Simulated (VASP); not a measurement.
Si, 2 atoms in the cell. Symmetry: I4_1/amd, No. 141, tetragonal system. Conventional cell: a = 3.868 Å, b = 3.868 Å, c = 5.251 Å, α = 90.00°, β = 90.00°, γ = 90.00°. Si (site symmetry -4m2) has 4 Si at 2.34 Å within 3.1 Å.  This cell differs from its parent crystal: strain +0.000 along x and y, -0.040 along z.

* Program: VASP 6.6.1
* Task: single point
* Functional: PBE
* Potentials or basis: VASP PAW PBE potentials, release 64 (Si)
* Cutoff: 520 eV
* k mesh: 8 × 8 × 8
* Occupations: gaussian, width 0.05 eV
* Spin: no spin polarisation
* Dipole correction: no
* Further INCAR settings: ALGO = Normal; EDIFF = 1e-06; NBANDS = 11

Potentials or basis: VASP PAW PBE potentials, release 64 (Si).

Run with:

```bash
$ cat potpaw_PBE.64/Si/POTCAR > POTCAR
$ mpirun -np 1 vasp_std > vasp.out
```

Hardware: 1 thread of Intel(R) Xeon(R) Platinum 8559C (Emerald Rapids), with other jobs on the host.

Q: Estimate the wall time of this run.

A: Wall time 11 s on 1 thread of Intel(R) Xeon(R) Platinum 8559C (Emerald Rapids) (shared host), peak memory 0.16 GiB. Counts: scf iterations 11, k points 59.
